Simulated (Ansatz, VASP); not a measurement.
GaN in VASP and in Ansatz

```
CELL_PARAMETERS angstrom
0.00000 2.18968 2.18968
2.18968 0.00000 2.18968
2.18968 2.18968 0.00000
ATOMIC_POSITIONS crystal
Ga 0.00000 0.00000 0.00000
N 0.50000 0.50000 0.50000
```

Alike in both runs: task single point; functional PBEsol; k mesh 12 × 12 × 12; occupations gaussian, width 0.02 eV; no spin polarisation.

```csv
,VASP,Ansatz
version,VASP 6.6.1,Ansatz 0.2.0
potentials or method,"VASP PAW PBE potentials, release 64 (Ga_d, N), cutoff 520 eV","scalar-relativistic, plane waves, PAW"
valence electrons in the cell,18,18
```

|  | VASP | Ansatz | Ansatz less VASP |
| --- | --- | --- | --- |
| gap on the k mesh at the Fermi level (eV) | none | none | - |
| pressure (GPa) | -19.5 | -19.8 | -0.35 |

VASP's potentials were made for PBE, not for PBEsol. A gap of «none» marks a metal or a gap that the smearing closes.
